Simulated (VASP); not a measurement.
PbO (Litharge):

```
Pb O
1.0
     3.99000    0.00000    0.00000
     0.00000    3.99000    0.00000
     0.00000    0.00000    5.01000
Pb O
2 2
Direct
  0.00000 0.50000 0.24000
  0.50000 0.00000 0.76000
  0.00000 0.00000 0.00000
  0.50000 0.50000 0.00000
```

Base run:

```yaml
Program: VASP 6.6.1
Functional: RPBE
Potentials_or_basis: VASP PAW PBE potentials, release 64 (Pb_d, O)
Cutoff: 520 eV
k_mesh: 4 × 4 × 3
Occupations: gaussian, width 0.01 eV
Spin: no spin polarisation
```

Its results: band gap on the k mesh 1.21 eV, indirect (least direct gap 2.17 eV); pressure 5.7 GPa; largest force 0.191 eV/Å.

The run is repeated on the same cell with these changes: functional from RPBE to PBE; further incar settings from ALGO = Normal; EDIFF = 1e-07; NBANDS = 28 to ALGO = Normal; EDIFF = 1e-06; NBANDS = 28. What comes out?

Band gap on the k mesh 1.16 eV, indirect (least direct gap 2.11 eV); pressure 3.1 GPa; largest force 0.027 eV/Å.

Caveats: spin-orbit coupling is left out, which moves the levels of the heavy elements; the PAW data sets were made with another functional, which shifts forces and pressure a little (some runs).

A k mesh can miss the band edges.
